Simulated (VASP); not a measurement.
Crystal: Al4Pt.

```
CELL_PARAMETERS angstrom
2.93444 0.00000 0.00000
-1.46722 2.54130 0.00000
0.00000 0.00000 9.43564
ATOMIC_POSITIONS crystal
Al 0.33333 0.66667 0.86586
Al 0.33333 0.66667 0.37680
Al 0.66667 0.33333 0.13414
Al 0.66667 0.33333 0.62320
Pt 0.00000 0.00000 0.00000
```

```yaml
Program: VASP 6.6.1
Task: relaxation of cell and atoms
Functional: PBE
Potentials_or_basis: VASP PAW PBE potentials, release 64 (Al, Pt)
Cutoff: 600 eV
k_mesh: 6 × 6 × 2
Occupations: gaussian, width 0.1 eV
Spin: no spin polarisation
```

At the start: pressure 72.6 GPa; volume 14.07 Å³/atom.

Q: How do energy, volume and symmetry change on relaxing?

A: Over 22 steps the energy falls by 1456.4 meV/atom and the volume is 16.19 Å³/atom (+15.0 %); space group P-3m1 (No. 164, to 0.05 Å).

The path:
| step | energy change (eV) | largest force (eV/Å) | pressure (GPa) | volume (Å³) |
| --- | --- | --- | --- | --- |
| 1 | 0.0000 | 11.5686 | 72.55 | 70.36 |
| 2 | -0.7940 | 1.3494 | -12.71 | 157.24 |
| 3 | -1.9595 | 1.1752 | 3.43 | 99.88 |
| 4 | -5.4818 | 0.9959 | -12.40 | 109.84 |
| 5 | -6.1713 | 0.3720 | -9.20 | 102.44 |
| 6 | -6.2680 | 0.3297 | -8.18 | 100.78 |
| 7 | -6.5898 | 0.9737 | 2.04 | 88.11 |
| 8 | -6.5975 | 0.7917 | 0.34 | 89.60 |
| 9 | -6.7449 | 0.8395 | 0.21 | 87.75 |
| 10 | -7.1486 | 0.4403 | 1.55 | 82.06 |
| 11 | -6.2652 | 0.8790 | 19.81 | 70.26 |
| 12 | -7.2133 | 0.3353 | 2.36 | 80.25 |
| 13 | -7.2166 | 0.2820 | 4.96 | 77.23 |
| 14 | -7.2365 | 0.2666 | 3.36 | 78.79 |
| 15 | -7.1799 | 0.4773 | -4.72 | 84.07 |
| 16 | -7.2729 | 0.1728 | -0.26 | 80.75 |
| 17 | -7.2729 | 0.1724 | -0.14 | 80.69 |
| 18 | -7.2775 | 0.1181 | 0.14 | 80.52 |
| 19 | -7.2794 | 0.0625 | 0.49 | 80.34 |
| 20 | -7.2815 | 0.0747 | -0.30 | 81.04 |
| 21 | -7.2815 | 0.0741 | -0.29 | 81.02 |
| 22 | -7.2822 | 0.0154 | 0.06 | 80.93 |

Final structure:
```
Al Pt
1.0
     2.88088    0.00000    0.00000
    -1.44044    2.49491    0.00000
     0.00000    0.00000   11.26027
Al Pt
4 1
Direct
  0.33333 0.66667 0.81642
  0.33333 0.66667 0.38930
  0.66667 0.33333 0.18358
  0.66667 0.33333 0.61070
  0.00000 0.00000 0.00000
```

Caveat: the k points lie up to 0.42 Å⁻¹ apart in the final cell; the volume moved by over 15 % at a fixed basis, so the end points are rough.
